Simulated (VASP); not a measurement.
Input of a VASP 6.6.1 run:

INCAR

```
SYSTEM = Br
PREC = Accurate
ENCUT = 520
EDIFF = 1E-6
ISMEAR = -1
SIGMA = 0.06122561905347299
LREAL = .False.
LASPH = .True.
NELM = 80
ALGO = Normal
ISIF = 2
LWAVE = .False.
LCHARG = .False.
GGA = PE
NBANDS = 10
```

The input KPOINTS:

```
Automatic mesh
0
Gamma
  14 14 14
  0 0 0
```

Contents of POSCAR:

```
Br
1.0
    0.0000000000      2.3316932438      2.3316932438
    2.3316932438      0.0000000000      2.3316932438
    2.3316932438      2.3316932438      0.0000000000
Br
1
Direct
    0.0000000000      0.0000000000      0.0000000000
```

Potentials or basis: VASP PAW PBE potentials, release 64 (Br).

Launch:

```bash
$ cat potpaw_PBE.64/Br/POTCAR > POTCAR
$ mpirun -np 1 vasp_std > vasp.out
```

**Question.** Estimate the pressure.

**Answer.** 1.3 GPa.

Caveat: an odd number of electrons without spin polarisation forces a metal; a magnetic or distorted state may lie lower.
